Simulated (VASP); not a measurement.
Set up this calculation in VASP 6.6.1, as the native input.

- Task: single point
- Functional: PBE
- Potentials or basis: VASP PAW PBE potentials, release 64 (C, O)
- Cutoff: 520 eV
- k mesh: 4 × 4 × 4
- Occupations: fermi-dirac, width 0.02 eV
- Spin: no spin polarisation
- Dipole correction: no
- Further INCAR settings: ALGO = Normal; EDIFF = 1e-06; NBANDS = 44

The structure of CO2 lies in POSCAR:

```
CO2
1.0
    5.6200000000      0.0000000000      0.0000000000
    0.0000000000      5.6200000000      0.0000000000
    0.0000000000      0.0000000000      5.6200000000
C O
4 8
Direct
    0.0000000000      0.0000000000      0.0000000000
    0.5000000000      0.0000000000      0.5000000000
    0.5000000000      0.5000000000      0.0000000000
    0.0000000000      0.5000000000      0.5000000000
    0.1200165072      0.1200165072      0.1200165072
    0.3799834928      0.8799834928      0.6200165072
    0.6200165072      0.3799834928      0.8799834928
    0.8799834928      0.6200165072      0.3799834928
    0.8799834928      0.8799834928      0.8799834928
    0.6200165072      0.1200165072      0.3799834928
    0.3799834928      0.6200165072      0.1200165072
    0.1200165072      0.3799834928      0.6200165072
```

One way to write it, as run:

INCAR

```
SYSTEM = CO2
PREC = Accurate
ENCUT = 520
EDIFF = 1E-6
ISMEAR = -1
SIGMA = 0.02
LREAL = .FALSE.
LASPH = .TRUE.
NELM = 60
ALGO = Normal
ISIF = 2
LWAVE = .FALSE.
LCHARG = .TRUE.
GGA = PE
LELF = .TRUE.
LVHAR = .TRUE.
NBANDS = 44
```

KPOINTS

```
regular mesh
0
G
  4 4 4
  0 0 0
```

Potentials or basis: VASP PAW PBE potentials, release 64 (C, O).

Command:

```console
$ cat potpaw_PBE.64/C/POTCAR potpaw_PBE.64/O/POTCAR > POTCAR
$ mpirun -np 1 vasp_std > vasp.out
```

It gave:

- Pressure: 2.9 GPa
- Largest force: 0.652 eV/Å
- Band gap on the k mesh: 6.77 eV, direct

Run time: 60 s on 1 thread of Intel(R) Xeon(R) Platinum 8375C CPU @ 2.90GHz (Ice Lake), with other jobs on the host, peak memory 0.27 GiB.
